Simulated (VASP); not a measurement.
## HfCo: single point with LDA

The system is HfCo.

```
Hf Co
1.0
     3.05722    0.00000    0.00000
     0.00000    3.05722    0.00000
     0.00000    0.00000    3.05722
Hf Co
1 1
Direct
  0.50000 0.50000 0.50000
  0.00000 0.00000 0.00000
```

This cell differs from its parent crystal: volume scaled by 0.98.

```json
{"Program": "VASP 6.6.1", "Task": "single point", "Functional": "LDA", "Potentials or basis": "VASP PAW LDA potentials, release 64 (Hf_pv, Co)", "Cutoff": "520 eV", "k mesh": "14 × 14 × 14", "Occupations": "fermi-dirac, width 0.15 eV", "Spin": "no spin polarisation"}
```

| Quantity | Value |
| --- | --- |
| Pressure | 3.5 GPa |

Levels at points of the mesh, in eV from the Fermi level:
```tsv
k point	band 5	band 6	band 7	band 8	band 9	band 10	band 11	band 12	band 13	band 14
(0.00, 0.00, 0.00)	-4.25	-4.25	-1.52	-1.52	-1.52	1.19	1.19	5.85	5.85	5.85
(0.50, 0.00, 0.00)	-3.57	-2.47	-1.52	-1.52	-1.13	-0.91	-0.01	1.53	1.53	5.28
(0.50, 0.50, 0.00)	-4.25	-2.55	-2.55	-0.71	-0.28	1.17	1.17	1.85	4.65	4.65
(0.50, 0.50, 0.50)	-2.75	-2.75	-2.11	-2.11	-2.11	-0.67	-0.67	5.37	7.54	7.54
```

It took 17 s on 1 thread of Intel(R) Xeon(R) 6975P-C (Granite Rapids), with other jobs on the host, peak memory 0.17 GiB.

Caveat: spin-orbit coupling is left out, which moves the levels of the heavy elements. Spin polarisation is off, so any magnetic state and its effect on volume and gap are missing.
